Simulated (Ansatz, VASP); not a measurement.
## TiO2: VASP beside Ansatz

```
Ti O
1.0
    -1.91142    1.91142    4.75700
     1.91142   -1.91142    4.75700
     1.91142    1.91142   -4.75700
Ti O
2 4
Direct
  0.00000 0.00000 0.00000
  0.75000 0.25000 0.50000
  0.20660 0.20660 0.00000
  0.95660 0.45660 0.50000
  0.54340 0.04340 0.50000
  0.79340 0.79340 0.00000
```

Change from the starting cell: equal xx and yy strain of +1 %.

Alike in both runs: task single point; functional PBE; k mesh 13 × 13 × 13; occupations fermi-dirac, width 0.08 eV; no spin polarisation.

|  | VASP | Ansatz |
| --- | --- | --- |
| version | VASP 6.6.1 | Ansatz 0.2.0 |
| potentials or method | VASP PAW PBE potentials, release 64 (Ti_sv, O), cutoff 520 eV | all-electron LAPW, scalar-relativistic |

```tsv
	VASP	Ansatz	Ansatz less VASP
pressure (GPa)	2.4	1.8	-0.67
traceless stress, the component that is largest in VASP (GPa)	4.05	3.90	-0.150
rms of the force components (eV/Å)	0.170	0.158	-0.0119
```

Atom by atom the forces differ by 0.012 eV/Å (rms over components). Ansatz ran all-electron here, and VASP with PAW potentials.
